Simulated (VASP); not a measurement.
A run of VASP 6.6.1 is set up as follows.

The input INCAR:

```
ALGO     = Normal         # electronic algorithm
EDIFF    = 1E-7           # SCF threshold, eV
ENCUT    = 520            # plane-wave cutoff, eV
GGA      = PE             # functional
ISIF     = 2              # what is computed and relaxed
ISMEAR   = 0              # smearing method
LASPH    = T              # aspherical terms in the spheres
LCHARG   = T              # write CHGCAR
LELF     = T              # ELF
LREAL    = F              # projectors in reciprocal space
LVHAR    = T            
LWAVE    = F              # write WAVECAR
NBANDS   = 14             # bands
NELM     = 100            # most SCF steps
PREC     = Accurate       # precision mode
SIGMA    = 0.1            # smearing width, eV
```

Contents of KPOINTS:

```
k-points
0
Gamma
  6 6 6
```

Contents of POSCAR:

```
LiSe2
1.0
    1.6486887957      0.9518709200      6.3834734656
   -1.6486887957      0.9518709200      6.3834734656
    0.0000000000     -1.9037418400      6.3834734656
Li Se
1 2
Direct
    0.0000000000      0.0000000000      0.0000000000
    0.7484000000      0.7484000000      0.7484000000
    0.5849000000      0.5849000000      0.5849000000
```

Potentials or basis: VASP PAW PBE potentials, release 64 (Li_sv, Se).

Launch:

```console
$ cat potpaw_PBE.64/Li_sv/POTCAR potpaw_PBE.64/Se/POTCAR > POTCAR
$ mpirun -np 1 vasp_std > vasp.out
```

Question: Estimate the band gap on the k mesh.

Answer: Zero (an odd number of electrons rules out a gap without spin polarisation).

Question: Predict the largest force.

Answer: 0.407 eV/Å.

Forces in eV/Å, atoms in the order of the input:
```
Li   0.000  0.000  0.018
Se   0.000  0.000  0.389
Se   0.000  0.000 -0.407
```

Caveat: the k points lie up to 0.37 Å⁻¹ apart, too coarse for converged energies and pressures of a metal.
